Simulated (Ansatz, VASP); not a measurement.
Se: VASP beside Ansatz

```xyz
3
Lattice="4.2245 0.0000 0.0000 -2.1123 3.6585 0.0000 0.0000 0.0000 4.9494" Properties=species:S:1:pos:R:3 pbc="T T T"
Se    0.9167    0.0000    0.8249
Se   -0.4584    0.7939    4.1245
Se    1.6539    2.8646    2.4747
```

Change from the starting cell: equal xx and yy strain of -3 %.

Alike in both runs: task single point; functional LDA; k mesh 8 × 8 × 6; occupations fermi-dirac, width 0.03 eV; no spin polarisation.

|  | VASP | Ansatz |
| --- | --- | --- |
| version | VASP 6.6.1 | Ansatz 0.2.0 |
| potentials or method | VASP PAW LDA potentials, release 64 (Se), cutoff 520 eV | all-electron LAPW, scalar-relativistic |

```csv
,VASP,Ansatz,Ansatz less VASP
pressure (GPa),5.1,4.7,-0.33
"traceless stress, the component that is largest in VASP (GPa)",2.68,2.51,-0.168
rms of the force components (eV/Å),0.955,0.912,-0.0435
```

LDA's correlation is that of Perdew and Zunger in VASP and of Perdew and Wang (1992) in Ansatz. Atom by atom the forces differ by 0.044 eV/Å (rms over components). Ansatz ran all-electron here, and VASP with PAW potentials.
